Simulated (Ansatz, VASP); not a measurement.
**Two plane-wave programs on Si**

Contents of INCAR:

```
PREC = Accurate
ENCUT = 520
EDIFF = 1E-8
ISMEAR = -1
SIGMA = 0.03
LREAL = False
LASPH = True
NELM = 60
ALGO = Normal
ISIF = 2
LWAVE = False
LCHARG = False
GGA = PE
LEFG = True
NBANDS = 8
```

Contents of KPOINTS:

```
regular mesh
0
Gamma
  14 14 14
```

File POSCAR:

```
Si
1.0
    2.4981737430      0.0000000000      0.0000000000
    0.0000000000      2.4981737430      0.0000000000
    0.0000000000      0.0000000000      2.4981737430
Si
1
Direct
    0.0000000000      0.0000000000      0.0000000000
```

Input for Ansatz:

```yaml
crystal:
  lattice:
    - [2.498173743, 0.0, 0.0]
    - [0.0, 2.498173743, 0.0]
    - [0.0, 0.0, 2.498173743]
  atoms:
    - { symbol: Si, position: [0.0, 0.0, 0.0] }
kpoints:
  mp_grid: { grid: [14, 14, 14] }
scf:
  occupations: { method: fermi_dirac, width: 0.03 }
hamiltonian:
  xc: pbe
  pseudopotentials: { kind: paw }
output:
  forces: true
  stress: true
  eigenvalues: true
  efg: { contact_densities: true }
```

Change from the starting cell: volume scaled by 0.96, PAW files.

Alike in both runs: task electric field gradients; functional PBE; k mesh 14 × 14 × 14; occupations fermi-dirac, width 0.03 eV; no spin polarisation.

|  | VASP | Ansatz |
| --- | --- | --- |
| version | VASP 6.6.1 | Ansatz 0.2.0 |
| potentials or method | VASP PAW PBE potentials, release 64 (Si) | PAW with Ansatz's default frozen-core files, scalar-relativistic |
| plane-wave cutoff (eV) | 520 | 420 |
| valence electrons in the cell | 4 | 4 |

|  | VASP | Ansatz | Ansatz less VASP |
| --- | --- | --- | --- |
| pressure (GPa) | 4.5 | 4.6 | +0.06 |

The functional is the same, so the differences come from potentials, cutoffs and numerics.
